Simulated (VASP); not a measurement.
A run of VASP 6.6.1:

Contents of INCAR:

```
ALGO = Normal ; EDIFF = 1E-6
ENCUT = 520 ; GGA = PE
ISIF = 2 ; ISMEAR = -1
LASPH = T ; LCHARG = T
LELF = T ; LREAL = F
LVHAR = T ; LWAVE = F
NBANDS = 24 ; NELM = 60
PREC = Accurate ; SIGMA = 0.06122561905347299
```

Contents of KPOINTS:

```
k-points
0
Gamma
  9 9 9
```

The input POSCAR:

```
PbO3
1.0
    4.3246796576      0.0000000000      0.0000000000
    0.0000000000      4.3246796576      0.0000000000
    0.0000000000      0.0000000000      4.3246796576
Pb O
1 3
Direct
    0.0000000000      0.0000000000      0.0000000000
    0.5000000000      0.0000000000      0.0000000000
    0.0000000000      0.5000000000      0.0000000000
    0.0000000000      0.0000000000      0.5000000000
```

Potentials or basis: VASP PAW PBE potentials, release 64 (Pb_d, O).

Run with:

```console
$ cat potpaw_PBE.64/Pb_d/POTCAR potpaw_PBE.64/O/POTCAR > POTCAR
$ mpirun -np 1 vasp_std > vasp.out
```

Hardware: 1 thread of Intel Xeon 8259CL, with other jobs on the host.

Question: How long does it take, and how much memory?

Answer: Run time: 64 s on 1 thread of Intel Xeon 8259CL, on a shared host, peak memory 0.21 GiB. Counts: scf iterations 13, k points 35.
